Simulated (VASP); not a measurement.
# MgS (Fm-3m) in VASP: further runs, part 2 of 2

VASP 6.6.1. The steps go on from the part before.

## (3) Single point, PBE (volume scaled by 1.025)

Contents of INCAR:

```
PREC     = Accurate       # precision mode
ENCUT    = 600            # plane-wave cutoff, eV
EDIFF    = 1E-6           # SCF threshold, eV
ISMEAR   = -1             # smearing method
SIGMA    = 0.03           # smearing width, eV
LREAL    = False          # projectors in reciprocal space
LASPH    = True           # aspherical terms in the spheres
NELM     = 120            # most SCF steps
ALGO     = Normal         # electronic algorithm
ISIF     = 2              # what is computed and relaxed
LWAVE    = False          # write WAVECAR
LCHARG   = True           # write CHGCAR
GGA      = PE             # functional
LELF     = True           # ELF
LVHAR    = True         
NBANDS   = 11             # bands
GGA_COMPAT= False
```

Contents of KPOINTS:

```
Automatic mesh
0
Gamma
  10 10 10
```

Contents of POSCAR:

```
MgS
1.0
    0.0000000000      2.6231522148      2.6231522148
    2.6231522148      0.0000000000      2.6231522148
    2.6231522148      2.6231522148      0.0000000000
Mg S
1 1
Direct
    0.0000000000      0.0000000000      0.0000000000
    0.5000000000      0.5000000000      0.5000000000
```

Potentials or basis: VASP PAW PBE potentials, release 64 (Mg, S).

The run is started by

```bash
cat potpaw_PBE.64/Mg/POTCAR potpaw_PBE.64/S/POTCAR > POTCAR
mpirun -np 1 vasp_std > vasp.out
```

OUTCAR:

```text
PREC = Accurate
   ENCUT = 600
   EDIFF = 1E-6
   ISMEAR = -1
   LREAL = False
   LASPH = True
   NELM = 120
   ISIF = 2
   GGA = PE

 ion  position               nearest neighbor table
   1  0.000  0.000  0.000-   2 2.62   2 2.62   2 2.62   2 2.62   2 2.62   2 2.62
   2  0.500  0.500  0.500-   1 2.62   1 2.62   1 2.62   1 2.62   1 2.62   1 2.62

  LATTYP: Found a face centered cubic cell.
 ALAT       =     5.2463044296

  Lattice vectors:

 A1 = (   0.0000000000,   2.6231522148,   2.6231522148)
 A2 = (   2.6231522148,   0.0000000000,   2.6231522148)
 A3 = (   2.6231522148,   2.6231522148,   0.0000000000)

Analysis of symmetry for initial positions (statically):
=====================================================================
 Subroutine PRICEL returns:
 Original cell was already a primitive cell.

 Routine SETGRP: Setting up the symmetry group for a
 face centered cubic supercell.

 Subroutine GETGRP returns: Found 48 space group operations
 (whereof 48 operations were pure point group operations)
 out of a pool of 48 trial point group operations.

The static configuration has the point symmetry O_h .

Analysis of symmetry for dynamics (positions and initial velocities):
=====================================================================
 Subroutine PRICEL returns:
 Original cell was already a primitive cell.

 Routine SETGRP: Setting up the symmetry group for a
 face centered cubic supercell.

 Subroutine GETGRP returns: Found 48 space group operations
 (whereof 48 operations were pure point group operations)
 out of a pool of 48 trial point group operations.

The dynamic configuration has the point symmetry O_h .

 Subroutine INISYM returns: Found 48 space group operations
 (whereof 48 operations are pure point group operations),
 and found     1 'primitive' translations

[... 119 lines left out ...]
   GGA     = PE    functional components
   LHFCALC =     F    Hartree Fock is set to
   AEXX    =    0.0000 exact exchange contribution
   IVDW    =     0    specifies the selected vdW correction
   LEPSILON=     F    determine dielectric tensor
   LRPA    =     F    only Hartree local field effects (RPA)
 non-spin polarized calculation
  energy-cutoff  :      600.00
  volume of cell :       36.10
 maximum number of plane-waves:      1243
 NGX is ok and might be reduce to    30
   NGX = 15   NGY = 15   NGZ = 15

 number of electron       7.9999999 magnetization

 Free energy of the ion-electron system (eV)
  ---------------------------------------------------
  ext. energy  EPLUGINS =         0.00000000
  ---------------------------------------------------
  free energy    TOTEN  =        -8.50217291 eV

  energy without entropy =       -8.50217291  energy(sigma->0) =       -8.50217291

 E-fermi :   4.0952     XC(G=0):  -9.5869

 val. band max:        3.5076038107   @ k =   0.0000   0.0000   0.0000
 cond. band min:       6.2291355909   @ k =   0.5000   0.5000   0.0000
 fundamental gap:      2.7215317802
 Fermi energy:         4.0951857461

 k-point     1 :       0.0000    0.0000    0.0000
  band No.  band energies     occupation
      1      -9.0210      2.00000
      2       3.5076      2.00000
      3       3.5076      2.00000
      4       3.5076      2.00000
      5       7.0260      0.00000
      6      11.4763      0.00000
      7      11.4763      0.00000
      8      11.4763      0.00000
      9      13.8285      0.00000
     10      13.8285      0.00000
     11      15.9869      0.00000
[... 309 lines left out ...]
 k-point    24 :       0.4000    0.3000    0.0000
  band No.  band energies     occupation
      1      -7.7975      2.00000
      2       0.0073      2.00000
      3       1.9290      2.00000
      4       2.1916      2.00000
      5       7.3857      0.00000
      6       8.7873      0.00000
      7      12.8301      0.00000
      8      13.9269      0.00000
      9      15.4021      0.00000
     10      16.6673      0.00000
     11      19.9360      0.00000

 [... further k-points ...]

------------------------ aborting loop because EDIFF is reached ----------------------------------------

  FORCE on cell =-STRESS in cart. coord.  units (eV):
  Direction    XX          YY          ZZ          XY          YZ          ZX
  --------------------------------------------------------------------------------------
  -------------------------------------------------------------------------------------
  Total       -0.2155752     -0.2155752     -0.2155752      0.0000000     -0.0000000      0.0000000
  in kB       -9.5677313     -9.5677313     -9.5677313      0.0000000     -0.0000000      0.0000000
  external PRESSURE =      -9.5677313 kB  Pullay stress =       0.0000000 kB

 VOLUME and BASIS-vectors are now :
 -----------------------------------------------------------------------------
  energy-cutoff  :      600.00
  volume of cell :       36.10
      direct lattice vectors                 reciprocal lattice vectors
     0.000000000  2.623152215  2.623152215    -0.190610365  0.190610365  0.190610365
     2.623152215  0.000000000  2.623152215     0.190610365 -0.190610365  0.190610365
     2.623152215  2.623152215  0.000000000     0.190610365  0.190610365 -0.190610365

 POSITION                                       TOTAL-FORCE (eV/Angst)
 -----------------------------------------------------------------------------------
      0.00000      0.00000      0.00000        -0.000000     -0.000000      0.000000
      2.62315      2.62315      2.62315         0.000000      0.000000     -0.000000
 -----------------------------------------------------------------------------------
    total drift:                               -0.000000     -0.000000      0.000000

  FREE ENERGIE OF THE ION-ELECTRON SYSTEM (eV)
  ---------------------------------------------------
  free  energy   TOTEN  =        -8.5021729130 eV

  energy  without entropy=       -8.5021729130  energy(sigma->0) =       -8.50217291
```

OSZICAR:

```text
N       E                     dE             d eps       ncg     rms          rms(c)
DAV:   1     0.244116111286E+02    0.24412E+02   -0.39974E+03  1082   0.676E+02
DAV:   2    -0.729939996704E+01   -0.31711E+02   -0.29883E+02  1301   0.105E+02
DAV:   3    -0.890742843751E+01   -0.16080E+01   -0.16041E+01  1291   0.247E+01
DAV:   4    -0.891812668455E+01   -0.10698E-01   -0.10698E-01  1207   0.237E+00
DAV:   5    -0.891822377625E+01   -0.97092E-04   -0.97089E-04  1291   0.229E-01    0.431E+00
DAV:   6    -0.854298596374E+01    0.37524E+00   -0.82481E-01  1151   0.354E+00    0.336E+00
DAV:   7    -0.850257659302E+01    0.40409E-01   -0.21840E-01  1238   0.201E+00    0.223E+00
DAV:   8    -0.850249273018E+01    0.83863E-04   -0.15635E-02  1142   0.758E-01    0.987E-01
DAV:   9    -0.850216230563E+01    0.33042E-03   -0.86229E-04  1169   0.167E-01    0.361E-01
DAV:  10    -0.850217709878E+01   -0.14793E-04   -0.27464E-04  1199   0.754E-02    0.498E-02
DAV:  11    -0.850217306489E+01    0.40339E-05   -0.23155E-05  1220   0.210E-02    0.226E-02
DAV:  12    -0.850217291304E+01    0.15184E-06   -0.90485E-07   858   0.583E-03
   1 F= -.85021729E+01 E0= -.85021729E+01  d E =-.279249E-10
```

It took 36 s on 1 thread of Intel Xeon 8259CL, shared host; peak memory 0.18 GiB.

Results:

```
Free energy            : -8.5022 eV
Pressure               : -1.0 GPa
Band gap on the k mesh : 2.72 eV, indirect (least direct gap 3.52 eV)
```

 A k mesh can miss the band edges.

## (4) Single point, PBE (volume scaled by 1.05)

Contents of INCAR:

```
SYSTEM = MgS
ALGO = Normal
EDIFF = 1E-6
ENCUT = 600
GGA = PE
GGA_COMPAT = .False.
ISIF = 2
ISMEAR = -1
LASPH = .True.
LCHARG = .False.
LREAL = .False.
LWAVE = .False.
NBANDS = 11
NELM = 120
PREC = Accurate
SIGMA = 0.03
```

Contents of KPOINTS:

```
k-points
0
Gamma
  10 10 10
  0 0 0
```

Contents of POSCAR:

```
MgS
1.0
    0.0000000000      2.6443075817      2.6443075817
    2.6443075817      0.0000000000      2.6443075817
    2.6443075817      2.6443075817      0.0000000000
Mg S
1 1
Direct
    0.0000000000      0.0000000000      0.0000000000
    0.5000000000      0.5000000000      0.5000000000
```

Potentials or basis: VASP PAW PBE potentials, release 64 (Mg, S).

The run is started by

```bash
cat potpaw_PBE.64/Mg/POTCAR potpaw_PBE.64/S/POTCAR > POTCAR
mpirun -np 1 vasp_std > vasp.out
```

OUTCAR:

```text
SYSTEM = MgS
   EDIFF = 1E-6
   ENCUT = 600
   GGA = PE
   ISIF = 2
   ISMEAR = -1
   LASPH = .True.
   LREAL = .False.
   NELM = 120
   PREC = Accurate

 ion  position               nearest neighbor table
   1  0.000  0.000  0.000-   2 2.64   2 2.64   2 2.64   2 2.64   2 2.64   2 2.64
   2  0.500  0.500  0.500-   1 2.64   1 2.64   1 2.64   1 2.64   1 2.64   1 2.64

  LATTYP: Found a face centered cubic cell.
 ALAT       =     5.2886151634

  Lattice vectors:

 A1 = (   0.0000000000,   2.6443075817,   2.6443075817)
 A2 = (   2.6443075817,   0.0000000000,   2.6443075817)
 A3 = (   2.6443075817,   2.6443075817,   0.0000000000)

Analysis of symmetry for initial positions (statically):
=====================================================================
 Subroutine PRICEL returns:
 Original cell was already a primitive cell.

 Routine SETGRP: Setting up the symmetry group for a
 face centered cubic supercell.

 Subroutine GETGRP returns: Found 48 space group operations
 (whereof 48 operations were pure point group operations)
 out of a pool of 48 trial point group operations.

The static configuration has the point symmetry O_h .

Analysis of symmetry for dynamics (positions and initial velocities):
=====================================================================
 Subroutine PRICEL returns:
 Original cell was already a primitive cell.

 Routine SETGRP: Setting up the symmetry group for a
 face centered cubic supercell.

 Subroutine GETGRP returns: Found 48 space group operations
 (whereof 48 operations were pure point group operations)
 out of a pool of 48 trial point group operations.

The dynamic configuration has the point symmetry O_h .

 Subroutine INISYM returns: Found 48 space group operations
 (whereof 48 operations are pure point group operations),
 and found     1 'primitive' translations

[... 120 lines left out ...]
   LHFCALC =     F    Hartree Fock is set to
   AEXX    =    0.0000 exact exchange contribution
   IVDW    =     0    specifies the selected vdW correction
   LEPSILON=     F    determine dielectric tensor
   LRPA    =     F    only Hartree local field effects (RPA)
 non-spin polarized calculation
  energy-cutoff  :      600.00
  volume of cell :       36.98
 maximum number of plane-waves:      1258
 NGX is ok and might be reduce to    30
   NGX = 15   NGY = 15   NGZ = 15

 number of electron       7.9999999 magnetization

 Free energy of the ion-electron system (eV)
  ---------------------------------------------------
  ext. energy  EPLUGINS =         0.00000000
  ---------------------------------------------------
  free energy    TOTEN  =        -8.49241786 eV

  energy without entropy =       -8.49241786  energy(sigma->0) =       -8.49241786

 E-fermi :   3.8844     XC(G=0):  -9.4887

 val. band max:        3.3014316233   @ k =   0.0000   0.0000   0.0000
 cond. band min:       5.9693147202   @ k =   0.5000   0.5000   0.0000
 fundamental gap:      2.6678830969
 Fermi energy:         3.8843605196

 k-point     1 :       0.0000    0.0000    0.0000
  band No.  band energies     occupation
      1      -9.0973      2.00000
      2       3.3014      2.00000
      3       3.3014      2.00000
      4       3.3014      2.00000
      5       6.6384      0.00000
      6      11.2812      0.00000
      7      11.2812      0.00000
      8      11.2812      0.00000
      9      13.5927      0.00000
     10      13.5927      0.00000
     11      15.7211      0.00000
[... 309 lines left out ...]
 k-point    24 :       0.4000    0.3000    0.0000
  band No.  band energies     occupation
      1      -7.9290      2.00000
      2      -0.1095      2.00000
      3       1.7759      2.00000
      4       2.0293      2.00000
      5       7.1153      0.00000
      6       8.6247      0.00000
      7      12.4555      0.00000
      8      13.6225      0.00000
      9      15.0100      0.00000
     10      16.3589      0.00000
     11      19.5364      0.00000

 [... further k-points ...]

------------------------ aborting loop because EDIFF is reached ----------------------------------------

  FORCE on cell =-STRESS in cart. coord.  units (eV):
  Direction    XX          YY          ZZ          XY          YZ          ZX
  --------------------------------------------------------------------------------------
  -------------------------------------------------------------------------------------
  Total       -0.5950337     -0.5950337     -0.5950337      0.0000000      0.0000000     -0.0000000
  in kB      -25.7801982    -25.7801982    -25.7801982      0.0000000      0.0000000     -0.0000000
  external PRESSURE =     -25.7801982 kB  Pullay stress =       0.0000000 kB

 VOLUME and BASIS-vectors are now :
 -----------------------------------------------------------------------------
  energy-cutoff  :      600.00
  volume of cell :       36.98
      direct lattice vectors                 reciprocal lattice vectors
     0.000000000  2.644307582  2.644307582    -0.189085416  0.189085416  0.189085416
     2.644307582  0.000000000  2.644307582     0.189085416 -0.189085416  0.189085416
     2.644307582  2.644307582  0.000000000     0.189085416  0.189085416 -0.189085416

 POSITION                                       TOTAL-FORCE (eV/Angst)
 -----------------------------------------------------------------------------------
      0.00000      0.00000      0.00000         0.000000     -0.000000      0.000000
      2.64431      2.64431      2.64431        -0.000000      0.000000     -0.000000
 -----------------------------------------------------------------------------------
    total drift:                               -0.000000     -0.000000      0.000000

  FREE ENERGIE OF THE ION-ELECTRON SYSTEM (eV)
  ---------------------------------------------------
  free  energy   TOTEN  =        -8.4924178609 eV

  energy  without entropy=       -8.4924178609  energy(sigma->0) =       -8.49241786
```

stdout:

```text
POSCAR found type information on POSCAR MgS
 POSCAR found :  2 types and       2 ions
 scaLAPACK will be used
 LDA part: xc-table for (Slater+PW92), standard interpolation
 POSCAR, INCAR and KPOINTS ok, starting setup
 FFT: planning ... GRIDC
 FFT: planning ... GRID_SOFT
 FFT: planning ... GRID
 WAVECAR not read
 entering main loop
```

Wall time 38 s (1 thread of Intel Xeon 8259CL, shared host); peak memory 0.18 GiB.

What came out:

```yaml
Free_energy: -8.4924 eV
Pressure: -2.6 GPa
Band_gap_on_the_k_mesh: 2.67 eV, indirect (least direct gap 3.34 eV)
```

 A k mesh can miss the band edges.

## (5) Overview

| cell | gap on the mesh (eV) | pressure (GPa) |
| --- | --- | --- |
| a = 3.648 Å, angles 60.0°, 2 atoms | 2.83 | 3.0 |
| a = 3.710 Å, angles 60.0°, 2 atoms | 2.72 | -1.0 |
| a = 3.740 Å, angles 60.0°, 2 atoms | 2.67 | -2.6 |

Alike in all rows: task single point; level PBE; potentials or basis VASP PAW PBE potentials, release 64 (Mg, S); no spin polarisation; k mesh 10 × 10 × 10; cutoff (eV) 600; smearing fermi-dirac 0.03 eV.

Total energies depend on the potentials used, so only differences within one code and one set of settings carry meaning.
